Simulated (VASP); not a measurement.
# Pb (Fd-3m) in VASP: a series of runs

Runs on Pb. Level: PBEsol. Tasks: relaxation of cell and atoms.

Program: VASP 6.6.1. These are calculated values, not measurements. Logs are shortened: lines on timing, memory, paths and dates and some standing lists are left out, and cuts for length are marked.

## 1. The cell of the first run

Symmetry: Fd-3m, No. 227, cubic system. The conventional cell has a = 6.878 Å, b = 6.878 Å, c = 6.878 Å, α = 90.00°, β = 90.00°, γ = 90.00°. Pb (site symmetry -43m) has 4 Pb at 2.98 Å within 3.9 Å.

## 2. Relaxation of cell and atoms, PBEsol

Input file INCAR:

```
SYSTEM = Pb
PREC     = Accurate       ! precision mode
ENCUT    = 600            ! plane-wave cutoff, eV
EDIFF    = 1E-7           ! SCF threshold, eV
ISMEAR   = -1             ! smearing method
SIGMA    = 0.05           ! smearing width, eV
LREAL    = .False.        ! projectors in reciprocal space
LASPH    = .True.         ! aspherical terms in the spheres
NELM     = 80             ! most SCF steps
ALGO     = Normal         ! electronic algorithm
ISIF     = 3              ! what is computed and relaxed
LWAVE    = .False.        ! write WAVECAR
LCHARG   = .False.        ! write CHGCAR
GGA      = PS             ! functional
IBRION   = 2              ! ionic algorithm
NSW      = 80             ! ionic steps
EDIFFG   = -0.005         ! ionic threshold
```

Input file KPOINTS:

```
Automatic mesh
0
Gamma
  7 7 7
  0 0 0
```

Input file POSCAR:

```
Pb
1.0
    0.0000000000      3.4390000555      3.4390000555
    3.4390000555      0.0000000000      3.4390000555
    3.4390000555      3.4390000555      0.0000000000
Pb
2
Direct
    0.2500000000      0.2500000000      0.2500000000
    0.0000000000      0.0000000000      0.0000000000
```

Potentials or basis: VASP PAW PBE potentials, release 64 (Pb_d).

On the command line:

```console
> cat potpaw_PBE.64/Pb_d/POTCAR > POTCAR
> mpirun -np 1 vasp_std > vasp.out
```

OUTCAR:

```text
SYSTEM = Pb
   PREC = Accurate
   ENCUT = 600
   EDIFF = 1E-7
   ISMEAR = -1
   LREAL = .False.
   LASPH = .True.
   NELM = 80
   ISIF = 3
   GGA = PS
   IBRION = 2
   NSW = 80
   EDIFFG = -0.005

 ion  position               nearest neighbor table
   1  0.250  0.250  0.250-   2 2.98   2 2.98   2 2.98   2 2.98
   2  0.000  0.000  0.000-   1 2.98   1 2.98   1 2.98   1 2.98

  LATTYP: Found a face centered cubic cell.
 ALAT       =     6.8780001110

  Lattice vectors:

 A1 = (   0.0000000000,   3.4390000555,   3.4390000555)
 A2 = (   3.4390000555,   0.0000000000,   3.4390000555)
 A3 = (   3.4390000555,   3.4390000555,   0.0000000000)

Analysis of symmetry for initial positions (statically):
=====================================================================
 Subroutine PRICEL returns:
 Original cell was already a primitive cell.

 Routine SETGRP: Setting up the symmetry group for a
 face centered cubic supercell.

 Subroutine GETGRP returns: Found 48 space group operations
 (whereof 24 operations were pure point group operations)
 out of a pool of 48 trial point group operations.

The static configuration has the point symmetry T_d .
 The point group associated with its full space group is O_h .

Analysis of symmetry for dynamics (positions and initial velocities):
=====================================================================
 Subroutine PRICEL returns:
 Original cell was already a primitive cell.

 Routine SETGRP: Setting up the symmetry group for a
 face centered cubic supercell.

 Subroutine GETGRP returns: Found 48 space group operations
 (whereof 24 operations were pure point group operations)
 out of a pool of 48 trial point group operations.

The dynamic configuration has the point symmetry T_d .
 The point group associated with its full space group is O_h .

 Subroutine INISYM returns: Found 48 space group operations
 (whereof 24 operations are pure point group operations),
 and found     1 'primitive' translations

----------------------------------------------------------------------------------------

                                     Primitive cell

  volume of cell :      81.3442

  direct lattice vectors                    reciprocal lattice vectors
     0.000000000  3.439000056  3.439000056    -0.145391100  0.145391100  0.145391100
     3.439000056  0.000000000  3.439000056     0.145391100 -0.145391100  0.145391100
     3.439000056  3.439000056  0.000000000     0.145391100  0.145391100 -0.145391100

[... 67 lines left out ...]
   NGXF,Y,Z  is equivalent  to a cutoff of  27.35, 27.35, 27.35 a.u.
 SYSTEM =  Pb
   PREC   = accura    normal or accurate (medium, high low for compatibility)
   ISTART =      0    job   : 0-new  1-cont  2-samecut
   ICHARG =      2    charge: 1-file 2-atom 10-const
   ISPIN  =      1    spin polarized calculation?
   LNONCOLLINEAR =      F non collinear calculations
   LSORBIT =      F    spin-orbit coupling
   LASPH  =      T    aspherical Exc in radial PAW
   ENCUT  =  600.0 eV  44.10 Ry    6.64 a.u.   9.71  9.71  9.71*2*pi/ulx,y,z
   NELM   =     80;   NELMIN=  2; NELMDL= -5     # of ELM steps
   EDIFF  = 0.1E-06   stopping-criterion for ELM
   LREAL  =      F    real-space projection
   EDIFFG = -.5E-02   stopping-criterion for IOM
   NSW    =     80    number of steps for IOM
   IBRION =      2    ionic relax: 0-MD 1-quasi-New 2-CG
   NFREE  =      1    steps in history (QN), initial steepest desc. (CG)
   ISIF   =      3    stress and relaxation
   ISYM   =      2    0-nonsym 1-usesym 2-fastsym
   POTIM  = 0.5000    time-step for ionic-motion
   TEBEG  =    0.0;   TEEND  =   0.0 temperature during run
   PSTRESS=    0.0 pullay stress
   NELECT =      28.0000    total number of electrons
   NUPDOWN=      -1.0000    fix difference up-down
   EMIN   =  10.00;   EMAX   =-10.00  energy-range for DOS
   EFERMI =   0.00;   METHOD = LEGACY
   ISMEAR =    -1;   SIGMA  =   0.05  broadening in eV -4-tet -1-fermi 0-gaus
   EFERMI_NEDOS =   21; number of points for ismear=-14 and -15
   IALGO  =     38    algorithm
   IMIX   =      4    mixing-type and parameters
     AMIX     =   0.40;   BMIX     =  1.00
     AMIX_MAG =   1.60;   BMIX_MAG =  1.00
  volume/ion in A,a.u.               =      40.67       274.47
  Fermi-wavevector in a.u.,A,eV,Ry     =   1.147322  2.168124 17.909999  1.316348
  Thomas-Fermi vector in A             =   2.284002
   LORBIT       =      0    0 simple, 1 ext, 2 COOP (PROOUT), +10 PAW based schemes
   GGA     = PS    functional components
   LHFCALC =     F    Hartree Fock is set to
   AEXX    =    0.0000 exact exchange contribution
   IVDW    =     0    specifies the selected vdW correction
   LEPSILON=     F    determine dielectric tensor
   LRPA    =     F    only Hartree local field effects (RPA)
 conjugate gradient relaxation of ions
 non-spin polarized calculation
  energy-cutoff  :      600.00
  volume of cell :       81.34
 maximum number of plane-waves:      2734
   NGX = 19   NGY = 19   NGZ = 19

--------------------------------------- Ionic step        1  -------------------------------------------

 number of electron      28.0000004 magnetization

 Free energy of the ion-electron system (eV)
  ---------------------------------------------------
  ext. energy  EPLUGINS =         0.00000000
  ---------------------------------------------------
  free energy    TOTEN  =        -7.34929803 eV

  energy without entropy =       -7.34318999  energy(sigma->0) =       -7.34624401

------------------------ aborting loop because EDIFF is reached ----------------------------------------

  FORCE on cell =-STRESS in cart. coord.  units (eV):
  Direction    XX          YY          ZZ          XY          YZ          ZX
  --------------------------------------------------------------------------------------
  -------------------------------------------------------------------------------------
  Total        0.2217161      0.2217161      0.2217161     -0.0000000      0.0000000     -0.0000000
  in kB        4.3669816      4.3669816      4.3669816     -0.0000000      0.0000000     -0.0000000
  external PRESSURE =       4.3669816 kB  Pullay stress =       0.0000000 kB
[... 59 lines left out ...]
--------------------------------------- Ionic step        3  -------------------------------------------

 number of electron      28.0000003 magnetization

 Free energy of the ion-electron system (eV)
  ---------------------------------------------------
  ext. energy  EPLUGINS =         0.00000000
  ---------------------------------------------------
  free energy    TOTEN  =        -7.35080694 eV

  energy without entropy =       -7.34467536  energy(sigma->0) =       -7.34774115

 E-fermi :   4.0438     XC(G=0):  -8.5584

 val. band max:        4.0149307338   @ k =  -0.1429   0.1429   0.0000
 cond. band min:       4.0585944748   @ k =   0.1429   0.0000   0.0000
 fundamental gap:      0.0436637410
 Fermi energy:         4.0438188576

 k-point     1 :       0.0000    0.0000    0.0000
  band No.  band energies     occupation
      1     -13.0591      2.00000
      2     -13.0591      2.00000
      3     -13.0591      2.00000
      4     -12.9833      2.00000
      5     -12.9833      2.00000
      6     -12.5654      2.00000
[... 438 lines left out ...]
  FREE ENERGIE OF THE ION-ELECTRON SYSTEM (eV)
  ---------------------------------------------------
  free  energy   TOTEN  =        -7.3508069405 eV

  energy  without entropy=       -7.3446753575  energy(sigma->0) =       -7.34774115

 reached required accuracy - stopping structural energy minimisation
```

OSZICAR:

```text
N       E                     dE             d eps       ncg     rms          rms(c)
DAV:   1     0.288642595690E+03    0.28864E+03   -0.15166E+04   720   0.187E+03
DAV:   2     0.129094021884E+02   -0.27573E+03   -0.27231E+03   720   0.435E+02
DAV:   3    -0.676856770717E+01   -0.19678E+02   -0.19534E+02   880   0.147E+02
[... 24 lines left out ...]
DAV:   3    -0.735080306516E+01    0.23805E-03   -0.11007E-03   930   0.572E-01    0.702E-03
DAV:   4    -0.735080432476E+01   -0.12596E-05   -0.25811E-05   740   0.570E-02    0.310E-03
DAV:   5    -0.735080691892E+01   -0.25942E-05   -0.63727E-06   940   0.307E-02    0.338E-03
DAV:   6    -0.735080700890E+01   -0.89981E-07   -0.11342E-06   934   0.198E-02    0.486E-04
DAV:   7    -0.735080694055E+01    0.68355E-07   -0.28653E-08   366   0.279E-03
   3 F= -.73508069E+01 E0= -.73477411E+01  d E =-.150891E-02
```

Run time: 82 s. Hardware: 1 thread of AMD EPYC 7R43 (Zen 3), shared host; peak memory 0.22 GiB.

What came out:

* Free energy: -7.3508 eV
* Relaxed volume: 41.23 Å³/atom
* Relaxed cell: a = 4.886 Å, b = 4.886 Å, c = 4.886 Å, α = 60.00°, β = 60.00°, γ = 60.00°
* Space group after relaxing (to 0.05 Å): Fd-3m (No. 227)
* Energy gained by relaxing: 0.8 meV/atom
* Ionic steps: 3
* Pressure after relaxing: 0.0 GPa
* Band gap on the k mesh: zero (band 14 reaches 4.44 eV, above the bottom of band 15 at 3.35 eV)

Step by step:
```csv
step,energy change (eV),largest force (eV/Å),pressure (GPa),volume (Å³)
1,0.0000,0.0000,0.44,81.34
2,-0.0015,0.0000,-0.07,82.66
3,-0.0015,0.0000,0.00,82.47
```

Final structure:
```yaml
crystal:
  lattice:
    - [0.00000, 3.45474, 3.45474]
    - [3.45474, 0.00000, 3.45474]
    - [3.45474, 3.45474, 0.00000]
  atoms:
    - { symbol: Pb, position: [0.25000, 0.25000, 0.25000] }
    - { symbol: Pb, position: [0.00000, 0.00000, 0.00000] }
```

Levels at points of the mesh, in eV from the Fermi level:
| k point | band 10 | band 11 | band 12 | band 13 | band 14 | band 15 | band 16 | band 17 | band 18 |
| --- | --- | --- | --- | --- | --- | --- | --- | --- | --- |
| (0.00, 0.00, 0.00) | -16.59 | -11.08 | -4.02 | 0.40 | 0.40 | 0.40 | 2.40 | 2.40 | 2.40 |

Caveat: the PAW data sets were made with another functional, which shifts forces and pressure a little; spin-orbit coupling is left out, which moves the levels of the heavy elements.

(Part 1 of 3 ends here.)
